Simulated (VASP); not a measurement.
# ScGaN (P4/mmm) in VASP: notebook, part 2 of 2

VASP 6.6.1. Earlier steps stand in the parts before.

## (3) Relaxation of cell and atoms, PBE

This run uses another cell than the first one, of 14.73 Å³/atom.

Input file INCAR:

```
ALGO = Normal
EDIFF = 1E-6
EDIFFG = -0.01
ENCUT = 600
GGA = PE
IBRION = 2
ISIF = 3
ISMEAR = 0
LASPH = T
LCHARG = F
LREAL = F
LWAVE = F
NELM = 60
NSW = 100
PREC = Accurate
SIGMA = 0.1
```

Input file KPOINTS:

```
k-points
0
Gamma
  14 14 14
```

Input file POSCAR:

```
ScGaN
1.0
    3.5114176500      0.0000000000      0.0000000000
    0.0000000000      3.5114176500      0.0000000000
    0.0000000000      0.0000000000      3.5836164000
Sc Ga N
1 1 1
Direct
    0.0000000000      0.0000000000      0.0000000000
    0.5000000000      0.5000000000      0.5000000000
    0.5000000000      0.5000000000      0.0000000000
```

Potentials or basis: VASP PAW PBE potentials, release 64 (Sc_sv, Ga_d, N).

Run with:

```sh
$ cat potpaw_PBE.64/Sc_sv/POTCAR potpaw_PBE.64/Ga_d/POTCAR potpaw_PBE.64/N/POTCAR > POTCAR
$ mpirun -np 1 vasp_std > vasp.out
```

OUTCAR:

```text
EDIFF = 1E-6
   EDIFFG = -0.01
   ENCUT = 600
   GGA = PE
   IBRION = 2
   ISIF = 3
   ISMEAR = 0
   LASPH = T
   LREAL = F
   NELM = 60
   NSW = 100
   PREC = Accurate

 ion  position               nearest neighbor table
   1  0.000  0.000  0.000-   3 2.48   3 2.48   3 2.48   3 2.48   2 3.06   2 3.06   2 3.06   2 3.06
                             2 3.06   2 3.06   2 3.06   2 3.06
   2  0.500  0.500  0.500-   3 1.79   3 1.79   1 3.06   1 3.06   1 3.06   1 3.06   1 3.06   1 3.06
                             1 3.06   1 3.06
   3  0.500  0.500  0.000-   2 1.79   2 1.79   1 2.48   1 2.48   1 2.48   1 2.48

  LATTYP: Found a simple tetragonal cell.
 ALAT       =     3.5114176500
 C/A-ratio  =     1.0205611400

  Lattice vectors:

 A1 = (   3.5114176500,   0.0000000000,   0.0000000000)
 A2 = (   0.0000000000,   3.5114176500,   0.0000000000)
 A3 = (   0.0000000000,   0.0000000000,   3.5836164000)

Analysis of symmetry for initial positions (statically):
=====================================================================
 Subroutine PRICEL returns:
 Original cell was already a primitive cell.

 Routine SETGRP: Setting up the symmetry group for a
 simple tetragonal supercell.

 Subroutine GETGRP returns: Found 16 space group operations
 (whereof 16 operations were pure point group operations)
 out of a pool of 16 trial point group operations.

The static configuration has the point symmetry D_4h.

Analysis of symmetry for dynamics (positions and initial velocities):
=====================================================================
 Subroutine PRICEL returns:
 Original cell was already a primitive cell.

 Routine SETGRP: Setting up the symmetry group for a
 simple tetragonal supercell.

 Subroutine GETGRP returns: Found 16 space group operations
 (whereof 16 operations were pure point group operations)
 out of a pool of 16 trial point group operations.

The dynamic configuration has the point symmetry D_4h.

 Subroutine INISYM returns: Found 16 space group operations
 (whereof 16 operations are pure point group operations),
 and found     1 'primitive' translations

----------------------------------------------------------------------------------------

                                     Primitive cell

  volume of cell :      44.1862

  direct lattice vectors                    reciprocal lattice vectors
     3.511417650  0.000000000  0.000000000     0.284785263  0.000000000  0.000000000
     0.000000000  3.511417650  0.000000000     0.000000000  0.284785263  0.000000000
     0.000000000  0.000000000  3.583616400     0.000000000  0.000000000  0.279047724

  length of vectors
     3.511417650  3.511417650  3.583616400     0.284785263  0.284785263  0.279047724

  position of ions in fractional coordinates (direct lattice)
     0.000000000  0.000000000  0.000000000
     0.500000000  0.500000000  0.500000000
     0.500000000  0.500000000  0.000000000

  ion indices of the primitive-cell ions
[... 65 lines left out ...]
   NGXF,Y,Z  is equivalent  to a cutoff of  26.51, 26.51, 27.83 a.u.
 SYSTEM =  unknown system
   PREC   = accura    normal or accurate (medium, high low for compatibility)
   ISTART =      0    job   : 0-new  1-cont  2-samecut
   ICHARG =      2    charge: 1-file 2-atom 10-const
   ISPIN  =      1    spin polarized calculation?
   LNONCOLLINEAR =      F non collinear calculations
   LSORBIT =      F    spin-orbit coupling
   LASPH  =      T    aspherical Exc in radial PAW
   ENCUT  =  600.0 eV  44.10 Ry    6.64 a.u.   7.01  7.01  7.16*2*pi/ulx,y,z
   NELM   =     60;   NELMIN=  2; NELMDL= -5     # of ELM steps
   EDIFF  = 0.1E-05   stopping-criterion for ELM
   LREAL  =      F    real-space projection
   EDIFFG = -.1E-01   stopping-criterion for IOM
   NSW    =    100    number of steps for IOM
   IBRION =      2    ionic relax: 0-MD 1-quasi-New 2-CG
   NFREE  =      1    steps in history (QN), initial steepest desc. (CG)
   ISIF   =      3    stress and relaxation
   ISYM   =      2    0-nonsym 1-usesym 2-fastsym
   POTIM  = 0.5000    time-step for ionic-motion
   TEBEG  =    0.0;   TEEND  =   0.0 temperature during run
   PSTRESS=    0.0 pullay stress
   NELECT =      29.0000    total number of electrons
   NUPDOWN=      -1.0000    fix difference up-down
   EMIN   =  10.00;   EMAX   =-10.00  energy-range for DOS
   EFERMI =   0.00;   METHOD = LEGACY
   ISMEAR =     0;   SIGMA  =   0.10  broadening in eV -4-tet -1-fermi 0-gaus
   EFERMI_NEDOS =   21; number of points for ismear=-14 and -15
   IALGO  =     38    algorithm
   IMIX   =      4    mixing-type and parameters
     AMIX     =   0.40;   BMIX     =  1.00
     AMIX_MAG =   1.60;   BMIX_MAG =  1.00
  volume/ion in A,a.u.               =      14.73        99.39
  Fermi-wavevector in a.u.,A,eV,Ry     =   1.422696  2.688505 27.539047  2.024063
  Thomas-Fermi vector in A             =   2.543372
   LORBIT       =      0    0 simple, 1 ext, 2 COOP (PROOUT), +10 PAW based schemes
   GGA     = PE    functional components
   LHFCALC =     F    Hartree Fock is set to
   AEXX    =    0.0000 exact exchange contribution
   IVDW    =     0    specifies the selected vdW correction
   LEPSILON=     F    determine dielectric tensor
   LRPA    =     F    only Hartree local field effects (RPA)
 conjugate gradient relaxation of ions
 non-spin polarized calculation
 Gauss-broadening in eV      SIGMA  =   0.10
  energy-cutoff  :      600.00
  volume of cell :       44.19
 maximum number of plane-waves:      1492
   NGX = 15   NGY = 15   NGZ = 15

--------------------------------------- Ionic step        1  -------------------------------------------

 number of electron      29.0000013 magnetization

 Free energy of the ion-electron system (eV)
  ---------------------------------------------------
  ext. energy  EPLUGINS =         0.00000000
  ---------------------------------------------------
  free energy    TOTEN  =       -18.59412799 eV

  energy without entropy =      -18.58541838  energy(sigma->0) =      -18.58977318

------------------------ aborting loop because EDIFF is reached ----------------------------------------

  FORCE on cell =-STRESS in cart. coord.  units (eV):
  Direction    XX          YY          ZZ          XY          YZ          ZX
  --------------------------------------------------------------------------------------
  -------------------------------------------------------------------------------------
  Total       -4.1586385     -4.1586385     10.6276183      0.0000000      0.0000000     -0.0000000
  in kB     -150.7909457   -150.7909457    385.3541499      0.0000000      0.0000000     -0.0000000
  external PRESSURE =      27.9240862 kB  Pullay stress =       0.0000000 kB
[... 92 lines left out ...]
  FREE ENERGIE OF THE ION-ELECTRON SYSTEM (eV)
  ---------------------------------------------------
  free  energy   TOTEN  =       -20.0479959646 eV

  energy  without entropy=      -20.0448380885  energy(sigma->0) =      -20.04641703

[... ionic steps 4 to 8 ...]

--------------------------------------- Ionic step        9  -------------------------------------------

 number of electron      28.9999987 magnetization

------------------------ aborting loop because EDIFF is reached ----------------------------------------
[... 69 lines left out ...]
--------------------------------------- Ionic step       11  -------------------------------------------

 number of electron      28.9999995 magnetization

 Free energy of the ion-electron system (eV)
  ---------------------------------------------------
  ext. energy  EPLUGINS =         0.00000000
  ---------------------------------------------------
  free energy    TOTEN  =       -20.10659341 eV

  energy without entropy =      -20.10285752  energy(sigma->0) =      -20.10472546

 E-fermi :   6.1454     XC(G=0): -11.3313

 val. band max:        6.1451492416   @ k =   0.3571   0.2857   0.1429
 cond. band min:       6.1459897818   @ k =   0.3571   0.3571   0.1429
 fundamental gap:      0.0008405402
 Fermi energy:         6.1453606156

 k-point     1 :       0.0000    0.0000    0.0000
  band No.  band energies     occupation
      1     -43.4881      2.00000
      2     -22.2796      2.00000
      3     -21.9215      2.00000
      4     -21.9215      2.00000
      5      -9.8094      2.00000
      6      -8.8963      2.00000
[... 481 lines left out ...]
      5      -9.3896      2.00000
      6      -8.8114      2.00000
[... 10 lines left out ...]
     17       8.7616      0.00000
     18       9.4707      0.00000

 [... further k-points ...]

------------------------ aborting loop because EDIFF is reached ----------------------------------------

  FORCE on cell =-STRESS in cart. coord.  units (eV):
  Direction    XX          YY          ZZ          XY          YZ          ZX
  --------------------------------------------------------------------------------------
  -------------------------------------------------------------------------------------
  Total       -0.0061749     -0.0061749      0.0105527      0.0000000     -0.0000000      0.0000000
  in kB       -0.2299457     -0.2299457      0.3929657      0.0000000     -0.0000000      0.0000000
  external PRESSURE =      -0.0223086 kB  Pullay stress =       0.0000000 kB
[... 18 lines left out ...]
  FREE ENERGIE OF THE ION-ELECTRON SYSTEM (eV)
  ---------------------------------------------------
  free  energy   TOTEN  =       -20.1065934100 eV

  energy  without entropy=      -20.1028575178  energy(sigma->0) =      -20.10472546

 reached required accuracy - stopping structural energy minimisation
```

CONTCAR:

```text
ScGaN
   1.00000000000000
     3.1154549879898688   -0.0000000000000000   -0.0000000000000000
     0.0000000000000000    3.1154549879898688    0.0000000000000000
    -0.0000000000000000    0.0000000000000000    4.4327702039783086
  Sc              Ga              N
     1     1     1
Direct
     0.0000000000000000    1.0000000000000000    0.0000000000000000
     0.5000000000000000    0.5000000000000000    0.5000000000000000
     0.5000000000000000    0.5000000000000000    0.0000000000000000

  0.00000000E+00  0.00000000E+00  0.00000000E+00
  0.00000000E+00  0.00000000E+00  0.00000000E+00
  0.00000000E+00  0.00000000E+00  0.00000000E+00
```

Run time: 12 min. Hardware: 1 thread of Intel Xeon 6975P-C (Granite Rapids), shared host; peak memory 0.44 GiB.

Results:

```
Free energy                           : -20.1066 eV
Relaxed volume                        : 14.34 Å³/atom
Relaxed cell                          : a = 3.115 Å, b = 3.115 Å, c = 4.433 Å, α = 90.00°, β = 90.00°, γ = 90.00°
Space group after relaxing (to 0.1 Å) : P4/mmm (No. 123)
Energy gained by relaxing             : 504.2 meV/atom
Ionic steps                           : 11
Pressure after relaxing               : 0.0 GPa
Band gap on the k mesh                : zero (an odd number of electrons rules out a gap without spin polarisation)
```

Step by step:
| step | energy change (eV) | largest force (eV/Å) | pressure (GPa) | volume (Å³) |
| --- | --- | --- | --- | --- |
| 1 | 0.0000 | 0.0000 | 2.79 | 44.19 |
| 2 | -1.3042 | 0.0000 | -7.10 | 45.05 |
| 3 | -1.4539 | 0.0000 | -6.02 | 45.01 |
| 4 | -1.4245 | 0.0000 | 2.19 | 44.47 |
| 5 | -1.4906 | 0.0000 | -3.96 | 44.89 |
| 6 | -1.4926 | 0.0000 | -3.67 | 44.87 |
| 7 | -1.4938 | 0.0000 | 3.44 | 42.46 |
| 8 | -1.5079 | 0.0000 | -0.21 | 43.62 |
| 9 | -1.5100 | 0.0000 | -0.20 | 43.46 |
| 10 | -1.5122 | 0.0000 | -0.10 | 43.16 |
| 11 | -1.5125 | 0.0000 | 0.00 | 43.02 |

Final structure:
```cif
data_structure
_symmetry_space_group_name_H-M 'P 1'
_symmetry_Int_Tables_number 1
_cell_length_a 3.1155
_cell_length_b 3.1155
_cell_length_c 4.4328
_cell_angle_alpha 90.000
_cell_angle_beta 90.000
_cell_angle_gamma 90.000
_cell_volume 43.02
loop_
_atom_site_label
_atom_site_type_symbol
_atom_site_fract_x
_atom_site_fract_y
_atom_site_fract_z
_atom_site_occupancy
Sc1 Sc 0.00000 0.00000 0.00000 1
Ga1 Ga 0.50000 0.50000 0.50000 1
N1 N 0.50000 0.50000 0.00000 1
```

Caveat: a cell axis changed by over 15 % at a fixed basis, so the end point is rough.
